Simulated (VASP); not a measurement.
# Ta3N (Cmmm) in VASP: further runs

Runs on Ta3N. Level: PBE. Tasks: single point, relaxation of cell and atoms.

Program: VASP 6.6.1. These are calculated values, not measurements. Logs are shortened: lines on timing, memory, paths and dates and some standing lists are left out, and cuts for length are marked.

## (1) The cell of the first run

The structure is orthorhombic, space group Cmmm (No. 65). Conventional cell: a = 4.320 Å, b = 4.563 Å, c = 6.296 Å, α = 90.00°, β = 90.00°, γ = 90.00°. Within 2.5 Å of Ta (site symmetry mm2) lie 2 Ta at 1.92 to 2.46 Å. Within 2.5 Å of Ta (site symmetry mmm) lie 2 Ta at 1.92 Å and 4 N at 2.16 to 2.28 Å. N (site symmetry mmm) has 12 Ta at 2.16 to 2.98 Å within 3.0 Å.

The cell was built from a structure type or drawn by symmetry, and may not be a known phase.

## (2) Single point, PBE

Contents of INCAR:

```
SYSTEM = Ta3N
PREC = Accurate
ENCUT = 520
EDIFF = 1E-7
ISMEAR = 0
SIGMA = 0.1
LREAL = .False.
LASPH = .True.
NELM = 100
ALGO = Normal
ISIF = 2
LWAVE = .False.
LCHARG = .False.
GGA = PE
NBANDS = 27
```

Contents of KPOINTS:

```
Automatic mesh
0
Gamma
  6 6 4
  0 0 0
```

Contents of POSCAR:

```
Ta3N
1.0
    2.1598193400     -2.2815189100      0.0000000000
    2.1598193400      2.2815189100      0.0000000000
    0.0000000000      0.0000000000      6.2955762400
Ta N
3 1
Direct
    0.5000000000      0.5000000000      0.8043026800
    0.5000000000      0.5000000000      0.1956973200
    0.5000000000      0.5000000000      0.5000000000
    0.0000000000      0.0000000000      0.5000000000
```

Potentials or basis: VASP PAW PBE potentials, release 64 (Ta_pv, N).

The run is started by

```bash
> cat potpaw_PBE.64/Ta_pv/POTCAR potpaw_PBE.64/N/POTCAR > POTCAR
> mpirun -np 1 vasp_std > vasp.out
```

OUTCAR:

```text
SYSTEM = Ta3N
   PREC = Accurate
   ENCUT = 520
   EDIFF = 1E-7
   ISMEAR = 0
   LREAL = .False.
   LASPH = .True.
   NELM = 100
   ISIF = 2
   GGA = PE

 ion  position               nearest neighbor table
   1  0.500  0.500  0.804-   3 1.92   2 2.46
   2  0.500  0.500  0.196-   3 1.92   1 2.46
   3  0.500  0.500  0.500-   1 1.92   2 1.92   4 2.16   4 2.16   4 2.28   4 2.28
   4  0.000  0.000  0.500-   3 2.16   3 2.16   3 2.28   3 2.28

  LATTYP: Found a base centered orthorhombic cell.
 ALAT       =     4.3196386800
 B/A-ratio  =     1.0563471063
 C/A-ratio  =     1.4574312127

  Lattice vectors:

 A1 = (   2.1598193400,  -2.2815189100,   0.0000000000)
 A2 = (   2.1598193400,   2.2815189100,   0.0000000000)
 A3 = (   0.0000000000,   0.0000000000,   6.2955762400)

Analysis of symmetry for initial positions (statically):
=====================================================================
 Subroutine PRICEL returns:
 Original cell was already a primitive cell.

 Routine SETGRP: Setting up the symmetry group for a
 base centered orthorhombic supercell.

 Subroutine GETGRP returns: Found  8 space group operations
 (whereof  8 operations were pure point group operations)
 out of a pool of  8 trial point group operations.

The static configuration has the point symmetry D_2h.

Analysis of symmetry for dynamics (positions and initial velocities):
=====================================================================
 Subroutine PRICEL returns:
 Original cell was already a primitive cell.

 Routine SETGRP: Setting up the symmetry group for a
 base centered orthorhombic supercell.

 Subroutine GETGRP returns: Found  8 space group operations
 (whereof  8 operations were pure point group operations)
 out of a pool of  8 trial point group operations.

The dynamic configuration has the point symmetry D_2h.

 Subroutine INISYM returns: Found  8 space group operations
 (whereof  8 operations are pure point group operations),
 and found     1 'primitive' translations

----------------------------------------------------------------------------------------

                                     Primitive cell

  volume of cell :      62.0450

  direct lattice vectors                    reciprocal lattice vectors
     2.159819340 -2.281518910  0.000000000     0.231500844 -0.219152249  0.000000000
     2.159819340  2.281518910  0.000000000     0.231500844  0.219152249  0.000000000
     0.000000000  0.000000000  6.295576240     0.000000000  0.000000000  0.158841695

  length of vectors
     3.141679188  3.141679188  6.295576240     0.318779468  0.318779468  0.158841695

  position of ions in fractional coordinates (direct lattice)
     0.500000000  0.500000000  0.804302680
     0.500000000  0.500000000  0.195697320
     0.500000000  0.500000000  0.500000000
     0.000000000  0.000000000  0.500000000

  ion indices of the primitive-cell ions
   primitive index   ion index
                 1           1
                 2           2
                 3           3
                 4           4

----------------------------------------------------------------------------------------

 KPOINTS: Automatic mesh

Automatic generation of k-mesh.
 Grid dimensions read from file:
 generate k-points for:    6    6    4

 Generating k-lattice:

  Cartesian coordinates                     Fractional coordinates (reciprocal lattice)
     0.038583474 -0.036525375  0.000000000     0.166666667  0.000000000  0.000000000
     0.038583474  0.036525375  0.000000000     0.000000000  0.166666667  0.000000000
     0.000000000  0.000000000  0.039710424     0.000000000  0.000000000  0.250000000

  Length of vectors
     0.053129911  0.053129911  0.039710424

  Shift w.r.t. Gamma in fractional coordinates (k-lattice)
     0.000000000  0.000000000  0.000000000

 Subroutine IBZKPT returns following result:
 ===========================================

 Found     39 irreducible k-points:

 Following reciprocal coordinates:
            Coordinates               Weight
  0.000000  0.000000  0.000000      1.000000
  0.166667  0.000000  0.000000      4.000000
  0.333333  0.000000  0.000000      4.000000
  0.500000  0.000000  0.000000      2.000000
  0.166667  0.166667  0.000000      2.000000
  0.333333  0.166667  0.000000      4.000000
[... 16 lines left out ...]
  0.333333  0.333333  0.250000      4.000000
  0.500000  0.333333  0.250000      8.000000
 [... further k-points ...]
   k-points           NKPTS =     39   k-points in BZ     NKDIM =     39   number of bands    NBANDS=     27
   number of dos      NEDOS =    301   number of ions     NIONS =      4
   total plane-waves  NPLWV =  27648
   dimension x,y,z NGX =    24 NGY =   24 NGZ =   48
   dimension x,y,z NGXF=    48 NGYF=   48 NGZF=   96
   ions per type =               3   1
   NGX,Y,Z   is equivalent  to a cutoff of  12.70, 12.70, 12.68 a.u.
   NGXF,Y,Z  is equivalent  to a cutoff of  25.40, 25.40, 25.35 a.u.
 SYSTEM =  Ta3N
   PREC   = accura    normal or accurate (medium, high low for compatibility)
   ISTART =      0    job   : 0-new  1-cont  2-samecut
   ICHARG =      2    charge: 1-file 2-atom 10-const
   ISPIN  =      1    spin polarized calculation?
   LNONCOLLINEAR =      F non collinear calculations
   LSORBIT =      F    spin-orbit coupling
   LASPH  =      T    aspherical Exc in radial PAW
   ENCUT  =  520.0 eV  38.22 Ry    6.18 a.u.   5.84  5.84 11.71*2*pi/ulx,y,z
   NELM   =    100;   NELMIN=  2; NELMDL= -5     # of ELM steps
   EDIFF  = 0.1E-06   stopping-criterion for ELM
   LREAL  =      F    real-space projection
   EDIFFG = 0.1E-05   stopping-criterion for IOM
   NSW    =      0    number of steps for IOM
   IBRION =     -1    ionic relax: 0-MD 1-quasi-New 2-CG
   NFREE  =      0    steps in history (QN), initial steepest desc. (CG)
   ISIF   =      2    stress and relaxation
   ISYM   =      2    0-nonsym 1-usesym 2-fastsym
   POTIM  = 0.5000    time-step for ionic-motion
   TEBEG  =    0.0;   TEEND  =   0.0 temperature during run
   PSTRESS=    0.0 pullay stress
   NELECT =      38.0000    total number of electrons
   NUPDOWN=      -1.0000    fix difference up-down
   EMIN   =  10.00;   EMAX   =-10.00  energy-range for DOS
   EFERMI =   0.00;   METHOD = LEGACY
   ISMEAR =     0;   SIGMA  =   0.10  broadening in eV -4-tet -1-fermi 0-gaus
   EFERMI_NEDOS =   21; number of points for ismear=-14 and -15
   IALGO  =     38    algorithm
   IMIX   =      4    mixing-type and parameters
     AMIX     =   0.40;   BMIX     =  1.00
     AMIX_MAG =   1.60;   BMIX_MAG =  1.00
  volume/ion in A,a.u.               =      15.51       104.68
  Fermi-wavevector in a.u.,A,eV,Ry     =   1.390274  2.627237 26.298177  1.932862
  Thomas-Fermi vector in A             =   2.514225
   LORBIT       =      0    0 simple, 1 ext, 2 COOP (PROOUT), +10 PAW based schemes
   GGA     = PE    functional components
   LHFCALC =     F    Hartree Fock is set to
   AEXX    =    0.0000 exact exchange contribution
   IVDW    =     0    specifies the selected vdW correction
   LEPSILON=     F    determine dielectric tensor
   LRPA    =     F    only Hartree local field effects (RPA)
 non-spin polarized calculation
 Gauss-broadening in eV      SIGMA  =   0.10
  energy-cutoff  :      520.00
  volume of cell :       62.05
 maximum number of plane-waves:      1685
   NGX = 11   NGY = 11   NGZ = 23

 number of electron      37.9999998 magnetization

 Free energy of the ion-electron system (eV)
  ---------------------------------------------------
  ext. energy  EPLUGINS =         0.00000000
  ---------------------------------------------------
  free energy    TOTEN  =       -28.64108514 eV

  energy without entropy =      -28.61924105  energy(sigma->0) =      -28.63016310

 E-fermi :   5.8200     XC(G=0): -12.1592

 val. band max:        5.8010162249   @ k =   0.1667   0.0000   0.2500
 cond. band min:       5.8366305402   @ k =  -0.3333   0.3333   0.5000
 fundamental gap:      0.0356143153
 Fermi energy:         5.8199768237

 k-point     1 :       0.0000    0.0000    0.0000
  band No.  band energies     occupation
      1     -34.1312      2.00000
      2     -30.3718      2.00000
      3     -29.4476      2.00000
      4     -29.4013      2.00000
      5     -28.4556      2.00000
      6     -28.3955      2.00000
[... 19 lines left out ...]
     26       9.5139      0.00000
     27      10.3776      0.00000

 k-point     2 :       0.1667    0.0000    0.0000
  band No.  band energies     occupation
      1     -34.1230      2.00000
      2     -30.3632      2.00000
      3     -29.5393      2.00000
      4     -29.4096      2.00000
      5     -28.5153      2.00000
      6     -28.4109      2.00000
[... 19 lines left out ...]
     26      10.0481      0.00000
     27      11.1366      0.00000

 k-point     3 :       0.3333    0.0000    0.0000
  band No.  band energies     occupation
      1     -34.1066      2.00000
      2     -30.3457      2.00000
      3     -29.7523      2.00000
      4     -29.3900      2.00000
      5     -28.6692      2.00000
      6     -28.4038      2.00000
[... 19 lines left out ...]
     26      12.2032      0.00000
     27      12.5411      0.00000

 k-point     4 :       0.5000    0.0000    0.0000
  band No.  band energies     occupation
      1     -34.0983      2.00000
      2     -30.3369      2.00000
      3     -29.8569      2.00000
      4     -29.3791      2.00000
      5     -28.7467      2.00000
      6     -28.3981      2.00000
[... 19 lines left out ...]
     26      11.4607      0.00000
     27      11.7736      0.00000
[... 516 lines left out ...]
      4     -29.4805      2.00000
      5     -28.6020      2.00000
      6     -28.5554      2.00000
[... 19 lines left out ...]
     26      10.0270      0.00000
     27      10.4044      0.00000

 k-point    23 :       0.3333    0.3333    0.2500
  band No.  band energies     occupation
      1     -34.2931      2.00000
      2     -29.7596      2.00000
      3     -29.6864      2.00000
      4     -29.6595      2.00000
      5     -28.7453      2.00000
      6     -28.7084      2.00000
[... 19 lines left out ...]
     26      10.3643      0.00000
     27      11.1688      0.00000

 k-point    24 :       0.5000    0.3333    0.2500
  band No.  band energies     occupation
      1     -34.2851      2.00000
      2     -29.7705      2.00000
      3     -29.7516      2.00000
      4     -29.6536      2.00000
      5     -28.8072      2.00000
      6     -28.7151      2.00000
[... 19 lines left out ...]
     26      11.4219      0.00000
     27      11.7377      0.00000

 [... further k-points ...]

------------------------ aborting loop because EDIFF is reached ----------------------------------------

  FORCE on cell =-STRESS in cart. coord.  units (eV):
  Direction    XX          YY          ZZ          XY          YZ          ZX
  --------------------------------------------------------------------------------------
  -------------------------------------------------------------------------------------
  Total       -1.2970815     -3.1207996     89.6939986     -0.0000000      0.0000000      0.0000000
  in kB      -33.4942965    -80.5878343   2316.1516217     -0.0000000      0.0000000      0.0000000
  external PRESSURE =     734.0231637 kB  Pullay stress =       0.0000000 kB

 VOLUME and BASIS-vectors are now :
 -----------------------------------------------------------------------------
  energy-cutoff  :      520.00
  volume of cell :       62.05
      direct lattice vectors                 reciprocal lattice vectors
     2.159819340 -2.281518910  0.000000000     0.231500844 -0.219152249  0.000000000
     2.159819340  2.281518910  0.000000000     0.231500844  0.219152249  0.000000000
     0.000000000  0.000000000  6.295576240     0.000000000  0.000000000  0.158841695

 POSITION                                       TOTAL-FORCE (eV/Angst)
 -----------------------------------------------------------------------------------
      2.15982      0.00000      5.06355         0.000000      0.000000     19.115955
      2.15982      0.00000      1.23203         0.000000      0.000000    -19.115955
      2.15982      0.00000      3.14779        -0.000000     -0.000000      0.000000
      0.00000      0.00000      3.14779        -0.000000      0.000000      0.000000
 -----------------------------------------------------------------------------------
    total drift:                               -0.000000     -0.000000     -0.000000

  FREE ENERGIE OF THE ION-ELECTRON SYSTEM (eV)
  ---------------------------------------------------
  free  energy   TOTEN  =       -28.6410851407 eV

  energy  without entropy=      -28.6192410508  energy(sigma->0) =      -28.63016310
```

It took 63 s on 1 thread of Intel Xeon Platinum 8488C (Sapphire Rapids), shared host; peak memory 0.2 GiB.

Results:

```
Free energy            : -28.6411 eV
Pressure               : 73.4 GPa
Largest force          : 19.116 eV/Å
Band gap on the k mesh : zero (bands 19 and 20 overlap by 1.52 eV)
```

Forces in eV/Å, atoms in the order of the input:
```
Ta    0.000   0.000  19.116
Ta    0.000   0.000 -19.116
Ta    0.000   0.000   0.000
N     0.000   0.000   0.000
```

Levels at points of the mesh, in eV from the Fermi level:
```csv
k point,band 16,band 17,band 18,band 19,band 20,band 21,band 22,band 23
"(0.00, 0.00, 0.00)",-2.91,-2.83,-2.77,-1.29,-0.16,0.11,0.44,0.49
"(0.50, 0.00, 0.00)",-2.65,-1.99,-1.98,-0.23,0.56,1.21,1.55,1.76
"(0.50, 0.50, 0.00)",-4.07,-2.31,-1.74,-1.45,1.17,3.28,4.49,4.63
"(0.00, 0.00, 0.50)",-2.88,-2.72,-2.32,-2.22,0.02,0.11,0.80,1.16
"(0.50, 0.00, 0.50)",-2.74,-0.73,0.02,0.28,0.88,1.03,1.79,2.35
"(0.50, 0.50, 0.50)",-0.88,-0.24,-0.22,0.83,0.91,1.50,2.23,2.35
```

Caveat: atoms lie so close that the PAW spheres overlap strongly, which falsifies energies and pressures; the cell stands under pressure; spin-orbit coupling is left out, which moves the levels of the heavy elements; forces of over 1 eV/Å act on the atoms, so gaps and moduli don't describe the material at rest.

## (3) Relaxation of cell and atoms, PBE

Contents of INCAR:

```
  PREC = Accurate
  ENCUT = 600
  EDIFF = 1E-7
  ISMEAR = 0
  SIGMA = 0.1
  LREAL = False
  LASPH = True
  NELM = 80
  ALGO = Normal
  ISIF = 3
  LWAVE = False
  LCHARG = False
  GGA = PE
  IBRION = 2
  NSW = 90
  EDIFFG = -0.04
```

Contents of KPOINTS:

```
regular mesh
0
Gamma
  6 6 4
```

POSCAR is that of step 2.

Potentials or basis: VASP PAW PBE potentials, release 64 (Ta_pv, N).

The run is started by

```bash
> cat potpaw_PBE.64/Ta_pv/POTCAR potpaw_PBE.64/N/POTCAR > POTCAR
> mpirun -np 1 vasp_std > vasp.out
```

Wall time 25 min (1 thread of Intel Xeon Platinum 8488C (Sapphire Rapids), shared host); peak memory 0.23 GiB.

The run converged. Its results:

```
Free energy                           : -41.7653 eV
Relaxed volume                        : 17.89 Å³/atom
Relaxed cell                          : a = 2.899 Å, b = 2.899 Å, c = 8.515 Å, α = 90.00°, β = 90.00°, γ = 90.00°
Space group after relaxing (to 0.1 Å) : P4/mmm (No. 123)
Pressure after relaxing               : 0.1 GPa
Largest force after relaxing          : 0.018 eV/Å
Band gap on the k mesh                : zero (bands 19 and 20 overlap by 2.05 eV)
```

Forces on the atoms (eV/Å):
```
Ta   0.000  0.000  0.018
Ta   0.000  0.000 -0.018
Ta   0.000  0.000  0.000
N    0.000  0.000  0.000
```

Stress tensor (GPa, compression positive):
```
-0.04  0.00  0.00
 0.00 -0.02  0.00
 0.00  0.00  0.23
```

Final structure:
```cif
data_structure
_symmetry_space_group_name_H-M 'P 1'
_symmetry_Int_Tables_number 1
_cell_length_a 2.8990
_cell_length_b 2.8990
_cell_length_c 8.5153
_cell_angle_alpha 90.000
_cell_angle_beta 90.000
_cell_angle_gamma 90.001
_cell_volume 71.56
loop_
_atom_site_label
_atom_site_type_symbol
_atom_site_fract_x
_atom_site_fract_y
_atom_site_fract_z
_atom_site_occupancy
Ta1 Ta 0.50000 0.50000 0.84315 1
Ta2 Ta 0.50000 0.50000 0.15685 1
Ta3 Ta 0.50000 0.50000 0.50000 1
N1 N 0.00000 0.00000 0.50000 1
```

Levels at points of the mesh, in eV from the Fermi level:
| k point | band 16 | band 17 | band 18 | band 19 | band 20 | band 21 | band 22 | band 23 |
| --- | --- | --- | --- | --- | --- | --- | --- | --- |
| (0.00, 0.00, 0.00) | -2.56 | -2.56 | -2.02 | -1.46 | -0.67 | 1.71 | 2.16 | 2.16 |
| (0.50, 0.00, 0.00) | -1.77 | -1.76 | 0.41 | 0.61 | 1.46 | 1.46 | 2.09 | 2.57 |
| (0.50, 0.50, 0.00) | -2.02 | -1.95 | -1.63 | -1.41 | -1.41 | 2.49 | 2.49 | 2.91 |
| (0.00, 0.00, 0.50) | -2.56 | -2.29 | -2.08 | -1.53 | -1.41 | 1.37 | 1.37 | 2.21 |
| (0.50, 0.00, 0.50) | -2.29 | -1.04 | -1.01 | -0.58 | 1.36 | 2.05 | 2.08 | 2.58 |
| (0.50, 0.50, 0.50) | -2.36 | -2.05 | -0.60 | -0.52 | -0.24 | -0.24 | 1.10 | 1.10 |

Caveat: the volume moved by over 15 % at a fixed basis, so the end points are rough; spin-orbit coupling is left out, which moves the levels of the heavy elements.
